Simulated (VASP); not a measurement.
# HfC in VASP: further runs

Runs on HfC. Level: LDA. Tasks: electric field gradients, single point.

Everything below comes from runs of VASP 6.6.1. Logs are shortened: lines on timing, memory, paths and dates and some standing lists are left out, and cuts for length are marked.

### 1 The cell of the first run

The structure is cubic, space group Fm-3m (No. 225). The conventional cell has a = 4.650 Å, b = 4.650 Å, c = 4.650 Å, α = 90.00°, β = 90.00°, γ = 90.00°. Within 3.1 Å of Hf (site symmetry m-3m) lie 6 C at 2.33 Å. Within 3.1 Å of C (site symmetry m-3m) lie 6 Hf at 2.33 Å.

### 2 Electric field gradients, LDA

File INCAR:

```
SYSTEM = HfC
ALGO = Normal ; EDIFF = 1E-8
ENCUT = 520 ; ISIF = 2
ISMEAR = -1 ; LASPH = .True.
LCHARG = .False. ; LEFG = .True.
LREAL = .False. ; LWAVE = .False.
NBANDS = 14 ; NELM = 80
PREC = Accurate ; SIGMA = 0.05
```

File KPOINTS:

```
k-points
0
Gamma
  12 12 12
  0 0 0
```

File POSCAR:

```
HfC
1.0
    0.0000000000      2.3250000000      2.3250000000
    2.3250000000      0.0000000000      2.3250000000
    2.3250000000      2.3250000000      0.0000000000
Hf C
1 1
Direct
    0.5000000000      0.5000000000      0.5000000000
    0.0000000000      0.0000000000      0.0000000000
```

Potentials or basis: VASP PAW LDA potentials, release 64 (Hf_pv, C).

Run with:

```sh
cat potpaw_LDA.64/Hf_pv/POTCAR potpaw_LDA.64/C/POTCAR > POTCAR
mpirun -np 1 vasp_std > vasp.out
```

OUTCAR:

```text
SYSTEM = HfC
   EDIFF = 1E-8
   ENCUT = 520
   ISIF = 2
   ISMEAR = -1
   LASPH = .True.
   LREAL = .False.
   NELM = 80
   PREC = Accurate

 ion  position               nearest neighbor table
   1  0.500  0.500  0.500-   2 2.33   2 2.33   2 2.33   2 2.33   2 2.33   2 2.33
   2  0.000  0.000  0.000-   1 2.33   1 2.33   1 2.33   1 2.33   1 2.33   1 2.33

  LATTYP: Found a face centered cubic cell.
 ALAT       =     4.6500000000

  Lattice vectors:

 A1 = (   0.0000000000,   2.3250000000,   2.3250000000)
 A2 = (   2.3250000000,   0.0000000000,   2.3250000000)
 A3 = (   2.3250000000,   2.3250000000,   0.0000000000)

Analysis of symmetry for initial positions (statically):
=====================================================================
 Subroutine PRICEL returns:
 Original cell was already a primitive cell.

 Routine SETGRP: Setting up the symmetry group for a
 face centered cubic supercell.

 Subroutine GETGRP returns: Found 48 space group operations
 (whereof 48 operations were pure point group operations)
 out of a pool of 48 trial point group operations.

The static configuration has the point symmetry O_h .

Analysis of symmetry for dynamics (positions and initial velocities):
=====================================================================
 Subroutine PRICEL returns:
 Original cell was already a primitive cell.

 Routine SETGRP: Setting up the symmetry group for a
 face centered cubic supercell.

 Subroutine GETGRP returns: Found 48 space group operations
 (whereof 48 operations were pure point group operations)
 out of a pool of 48 trial point group operations.

The dynamic configuration has the point symmetry O_h .

 Subroutine INISYM returns: Found 48 space group operations
 (whereof 48 operations are pure point group operations),
 and found     1 'primitive' translations

----------------------------------------------------------------------------------------

                                     Primitive cell

  volume of cell :      25.1362

  direct lattice vectors                    reciprocal lattice vectors
     0.000000000  2.325000000  2.325000000    -0.215053763  0.215053763  0.215053763
     2.325000000  0.000000000  2.325000000     0.215053763 -0.215053763  0.215053763
     2.325000000  2.325000000  0.000000000     0.215053763  0.215053763 -0.215053763

  length of vectors
[... 133 lines left out ...]
 fundamental gap:      0.1224726364
 Fermi energy:         5.8698510538

 k-point     1 :       0.0000    0.0000    0.0000
  band No.  band energies     occupation
      1     -23.5542      2.00000
      2     -23.5542      2.00000
      3     -23.5542      2.00000
      4      -6.2958      2.00000
      5       6.8732      0.00000
      6       6.8732      0.00000
      7       6.8732      0.00000
      8       7.1477      0.00000
      9       7.1477      0.00000
     10       7.1477      0.00000
     11       9.1691      0.00000
     12       9.1691      0.00000
     13      12.7978      0.00000
     14      16.8921      0.00000
[... 377 lines left out ...]
      1     -24.1766      2.00000
      2     -23.7514      2.00000
      3     -23.6505      2.00000
      4      -2.8842      2.00000
      5       0.4413      2.00000
      6       3.0828      2.00000
      7       3.1548      2.00000
      8      10.0079      0.00000
      9      10.7599      0.00000
     10      10.9930      0.00000
     11      14.4740      0.00000
     12      15.8824      0.00000
     13      16.6999      0.00000
     14      18.6702      0.00000

 [... further k-points ...]

------------------------ aborting loop because EDIFF is reached ----------------------------------------

  FORCE on cell =-STRESS in cart. coord.  units (eV):
  Direction    XX          YY          ZZ          XY          YZ          ZX
  --------------------------------------------------------------------------------------
  -------------------------------------------------------------------------------------
  Total       -1.8116652     -1.8116652     -1.8116652     -0.0000000      0.0000000     -0.0000000
  in kB     -115.4754511   -115.4754511   -115.4754511     -0.0000000      0.0000000     -0.0000000
  external PRESSURE =    -115.4754511 kB  Pullay stress =       0.0000000 kB

 VOLUME and BASIS-vectors are now :
 -----------------------------------------------------------------------------
  energy-cutoff  :      520.00
  volume of cell :       25.14
      direct lattice vectors                 reciprocal lattice vectors
     0.000000000  2.325000000  2.325000000    -0.215053763  0.215053763  0.215053763
     2.325000000  0.000000000  2.325000000     0.215053763 -0.215053763  0.215053763
     2.325000000  2.325000000  0.000000000     0.215053763  0.215053763 -0.215053763

 POSITION                                       TOTAL-FORCE (eV/Angst)
 -----------------------------------------------------------------------------------
      2.32500      2.32500      2.32500         0.000000      0.000000      0.000000
      0.00000      0.00000      0.00000         0.000000      0.000000      0.000000
 -----------------------------------------------------------------------------------
    total drift:                                0.000000     -0.000000      0.000000

  FREE ENERGIE OF THE ION-ELECTRON SYSTEM (eV)
  ---------------------------------------------------
  free  energy   TOTEN  =       -22.8520118629 eV

  energy  without entropy=      -22.8496346745  energy(sigma->0) =      -22.85082327

 Electric field gradients (V/A^2)
---------------------------------------------------------------------
 ion       V_xx      V_yy      V_zz      V_xy      V_xz      V_yz
---------------------------------------------------------------------
   1      -0.000     0.000    -0.000     0.000     0.000     0.000
   2      -0.000    -0.000     0.000     0.000     0.000     0.000
---------------------------------------------------------------------

 Electric field gradients after diagonalization (V/A^2)
 (convention: |V_zz| > |V_xx| > |V_yy|)
----------------------------------------------------------------------
 ion       V_xx      V_yy      V_zz     asymmetry (V_yy - V_xx)/ V_zz
----------------------------------------------------------------------
   1      -0.000    -0.000     0.000       0.000
   2      -0.000    -0.000     0.001       0.000
----------------------------------------------------------------------

           NMR quadrupolar parameters

 Cq : quadrupolar parameter    Cq=e*Q*V_zz/h
 eta: asymmetry parameters     (V_yy - V_xx)/ V_zz
 Q  : nuclear electric quadrupole moment in mb (millibarn)
----------------------------------------------------------------------
 ion       Cq(MHz)       eta       Q (mb)
----------------------------------------------------------------------
   1       0.000       0.000       1.000
   2       0.000       0.000       1.000
----------------------------------------------------------------------
```

OSZICAR:

```text
N       E                     dE             d eps       ncg     rms          rms(c)
DAV:   1     0.206745105612E+02    0.20675E+02   -0.77645E+03  2024   0.980E+02
DAV:   2    -0.245711465559E+02   -0.45246E+02   -0.42574E+02  2616   0.200E+02
DAV:   3    -0.260276714043E+02   -0.14565E+01   -0.14520E+01  2358   0.262E+01
DAV:   4    -0.260343799740E+02   -0.67086E-02   -0.67081E-02  2474   0.220E+00
DAV:   5    -0.260344231787E+02   -0.43205E-04   -0.43205E-04  2388   0.159E-01    0.580E+01
DAV:   6    -0.229683610435E+02    0.30661E+01   -0.12512E+01  2280   0.183E+01    0.415E+01
DAV:   7    -0.228774621692E+02    0.90899E-01   -0.64989E-01  2514   0.532E+00    0.253E+01
DAV:   8    -0.228614047975E+02    0.16057E-01   -0.11319E-01  2478   0.224E+00    0.677E+00
DAV:   9    -0.228524465314E+02    0.89583E-02   -0.33472E-02  2262   0.971E-01    0.210E+00
DAV:  10    -0.228520179408E+02    0.42859E-03   -0.17850E-03  2512   0.306E-01    0.821E-02
DAV:  11    -0.228520125173E+02    0.54236E-05   -0.97156E-05  2310   0.789E-02    0.626E-02
DAV:  12    -0.228520121751E+02    0.34211E-06   -0.18361E-06  2618   0.109E-02    0.298E-02
DAV:  13    -0.228520118559E+02    0.31926E-06   -0.80103E-07  2316   0.470E-03    0.717E-04
DAV:  14    -0.228520118629E+02   -0.70345E-08   -0.32002E-08  2424   0.132E-03
   1 F= -.22852012E+02 E0= -.22850823E+02  d E =-.237719E-02
```

Run time: 34 s. Hardware: 1 thread of Intel Xeon 8259CL, shared host; peak memory 0.15 GiB.

What came out:

- Free energy: -22.8520 eV
- Pressure: -11.5 GPa
- Band gap on the k mesh: zero (bands 7 and 8 overlap by 1.43 eV)
- Largest electric field gradient by atom: zero within the noise of the run

Caveat: the cell stands under tension; spin-orbit coupling is left out, which moves the levels of the heavy elements.

### 3 Electric field gradients, LDA

File INCAR:

```
ALGO = Normal
EDIFF = 1E-8
ENCUT = 520
ISIF = 2
ISMEAR = -1
LASPH = T
LCHARG = F
LEFG = T
LREAL = F
LWAVE = F
NBANDS = 14
NELM = 100
PREC = Accurate
SIGMA = 0.05
```

File KPOINTS:

```
k-points
0
Gamma
  12 12 12
```

POSCAR is that of step 2.

Potentials or basis: VASP PAW LDA potentials, release 64 (Hf_pv, C).

Run with:

```sh
cat potpaw_LDA.64/Hf_pv/POTCAR potpaw_LDA.64/C/POTCAR > POTCAR
mpirun -np 1 vasp_std > vasp.out
```

OUTCAR:

```text
EDIFF = 1E-8
   ENCUT = 520
   ISIF = 2
   ISMEAR = -1
   LASPH = T
   LREAL = F
   NELM = 100
   PREC = Accurate

 ion  position               nearest neighbor table
   1  0.500  0.500  0.500-   2 2.33   2 2.33   2 2.33   2 2.33   2 2.33   2 2.33
   2  0.000  0.000  0.000-   1 2.33   1 2.33   1 2.33   1 2.33   1 2.33   1 2.33

  LATTYP: Found a face centered cubic cell.
 ALAT       =     4.6500000000

  Lattice vectors:

 A1 = (   0.0000000000,   2.3250000000,   2.3250000000)
 A2 = (   2.3250000000,   0.0000000000,   2.3250000000)
 A3 = (   2.3250000000,   2.3250000000,   0.0000000000)

Analysis of symmetry for initial positions (statically):
=====================================================================
 Subroutine PRICEL returns:
 Original cell was already a primitive cell.

 Routine SETGRP: Setting up the symmetry group for a
 face centered cubic supercell.

[... 595 lines left out ...]
  volume of cell :       25.14
      direct lattice vectors                 reciprocal lattice vectors
     0.000000000  2.325000000  2.325000000    -0.215053763  0.215053763  0.215053763
     2.325000000  0.000000000  2.325000000     0.215053763 -0.215053763  0.215053763
     2.325000000  2.325000000  0.000000000     0.215053763  0.215053763 -0.215053763

 POSITION                                       TOTAL-FORCE (eV/Angst)
 -----------------------------------------------------------------------------------
      2.32500      2.32500      2.32500         0.000000      0.000000      0.000000
      0.00000      0.00000      0.00000         0.000000      0.000000      0.000000
 -----------------------------------------------------------------------------------
    total drift:                                0.000000     -0.000000      0.000000

  FREE ENERGIE OF THE ION-ELECTRON SYSTEM (eV)
  ---------------------------------------------------
  free  energy   TOTEN  =       -22.8520118629 eV

  energy  without entropy=      -22.8496346745  energy(sigma->0) =      -22.85082327

 Electric field gradients (V/A^2)
---------------------------------------------------------------------
 ion       V_xx      V_yy      V_zz      V_xy      V_xz      V_yz
---------------------------------------------------------------------
   1      -0.000     0.000    -0.000     0.000     0.000     0.000
   2      -0.000    -0.000     0.000     0.000     0.000     0.000
---------------------------------------------------------------------

 Electric field gradients after diagonalization (V/A^2)
 (convention: |V_zz| > |V_xx| > |V_yy|)
----------------------------------------------------------------------
 ion       V_xx      V_yy      V_zz     asymmetry (V_yy - V_xx)/ V_zz
----------------------------------------------------------------------
   1      -0.000    -0.000     0.000       0.000
   2      -0.000    -0.000     0.001       0.000
----------------------------------------------------------------------

           NMR quadrupolar parameters

 Cq : quadrupolar parameter    Cq=e*Q*V_zz/h
 eta: asymmetry parameters     (V_yy - V_xx)/ V_zz
 Q  : nuclear electric quadrupole moment in mb (millibarn)
----------------------------------------------------------------------
 ion       Cq(MHz)       eta       Q (mb)
----------------------------------------------------------------------
   1       0.000       0.000       1.000
   2       0.000       0.000       1.000
----------------------------------------------------------------------
```

stdout:

```text
POSCAR found type information on POSCAR HfC
 POSCAR found :  2 types and       2 ions
 scaLAPACK will be used
 LDA part: xc-table for (Slater(with rela. corr.)+CA(PZ))
 , standard interpolation
 POSCAR, INCAR and KPOINTS ok, starting setup
 FFT: planning ... GRIDC
 FFT: planning ... GRID_SOFT
 FFT: planning ... GRID
 WAVECAR not read
 entering main loop
ion   1

ion   2
```

It took 28 s on 1 thread of Intel Xeon 8259CL, shared host; peak memory 0.15 GiB.

What came out:

- Free energy: -22.8520 eV
- Pressure: -11.5 GPa
- Band gap on the k mesh: zero (bands 7 and 8 overlap by 1.43 eV)
- Largest electric field gradient by atom: zero within the noise of the run

Caveat: the cell stands under tension; spin-orbit coupling is left out, which moves the levels of the heavy elements.

### 4 Single point, LDA

POSCAR is that of step 3.

File INCAR.step1:

```
SYSTEM = HfC
ALGO = Normal ; EDIFF = 1E-6
ENCUT = 520 ; ISIF = 2
ISMEAR = -1 ; LASPH = .True.
LCHARG = .True. ; LMAXMIX = 4
LREAL = .False. ; LWAVE = .False.
NBANDS = 14 ; NELM = 60
PREC = Accurate ; SIGMA = 0.05
```

File KPOINTS.step1:

```
k-points
0
Gamma
  12 12 12
  0 0 0
```

File INCAR.step2:

```
SYSTEM = HfC
ALGO = Normal ; EDIFF = 1E-6
ENCUT = 520 ; ICHARG = 11
ISIF = 2 ; ISMEAR = -5
LASPH = .True. ; LCHARG = .False.
LMAXMIX = 4 ; LORBIT = 11
LREAL = .False. ; LWAVE = .False.
NEDOS = 1001 ; NELM = 60
PREC = Accurate ; SIGMA = 0.05
```

File KPOINTS.step2:

```
k-points
0
Gamma
  18 18 18
  0 0 0
```

Run with:

```sh
cat potpaw_LDA.64/Hf_pv/POTCAR potpaw_LDA.64/C/POTCAR > POTCAR
cp INCAR.step1 INCAR
cp KPOINTS.step1 KPOINTS
mpirun -np 1 vasp_std > vasp.out
cp INCAR.step2 INCAR
cp KPOINTS.step2 KPOINTS
mpirun -np 1 vasp_std > vasp.out
```

It took 52 s on 1 thread of Intel Xeon 8259CL, shared host; peak memory 0.18 GiB.

The run converged. Its results:

```yaml
Valence_electrons_inside_the_program's_atomic_spheres: Hf 8.63; C 2.37
```

Levels at points of the mesh, in eV from the Fermi level:
```csv
k point,band 4,band 5,band 6,band 7,band 8,band 9,band 10,band 11
"(0.00, 0.00, 0.00)",-12.16,1.01,1.01,1.01,1.29,1.29,1.29,3.31
"(0.50, 0.00, 0.00)",-8.33,-6.14,-3.00,-3.00,5.19,5.19,5.68,6.62
"(0.50, 0.50, 0.00)",-10.24,-2.51,-1.84,-0.06,-0.06,5.23,6.61,6.61
```

Caveat: spin-orbit coupling is left out, which moves the levels of the heavy elements; tetrahedron occupations give inexact forces and stress in metals.

[end of part 1 of 2]
